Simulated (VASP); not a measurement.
Runs of VASP 6.6.1 on WSe2. The structure is that of space group P-6m2 (No. 187), or close to it. The cells are those of the table. 

```tsv
cell	gap on the mesh (eV)	pressure (GPa)	largest force (eV/Å)
a = 3.202, b = 3.202, c = 7.333 Å, angles 90.0, 90.0, 120.0°, 3 atoms	(c)	(b)	0.71
a = 3.317, b = 3.317, c = 6.842 Å, angles 90.0, 90.0, 120.0°, 3 atoms	1.15	1.0	0.45
a = 3.164, b = 3.164, c = 7.496 Å, angles 90.0, 90.0, 120.0°, 3 atoms	1.01	-0.5	1.06
a = 3.356, b = 3.356, c = 6.678 Å, angles 90.0, 90.0, 120.0°, 3 atoms	0.68	1.8	0.87
a = 3.394, b = 3.394, c = 6.515 Å, angles 90.0, 90.0, 120.0°, 3 atoms	0.23	(a)	1.30
a = 3.241, b = 3.241, c = 7.169 Å, angles 90.0, 90.0, 120.0°, 3 atoms	1.22	-0.2	0.34
```

Alike in all rows: task single point; level PBE+D3(BJ); potentials or basis VASP PAW PBE potentials, release 64 (W_sv, Se); no spin polarisation; k mesh 9 × 9 × 4; cutoff (eV) 520; smearing gaussian 0.05 eV.

Estimate the missing entries.

(a) 2.9; (b) -0.4; (c) 1.11.

Caveats: spin-orbit coupling is left out, which moves the levels of the heavy elements; an odd mesh through Γ misses points on the zone boundary, where band edges can lie; forces of over 1 eV/Å act on the atoms, so gaps and moduli don't describe the material at rest (at least some runs).

A k mesh can miss the band edges, and the runs leave out spin-orbit coupling on Se, W.
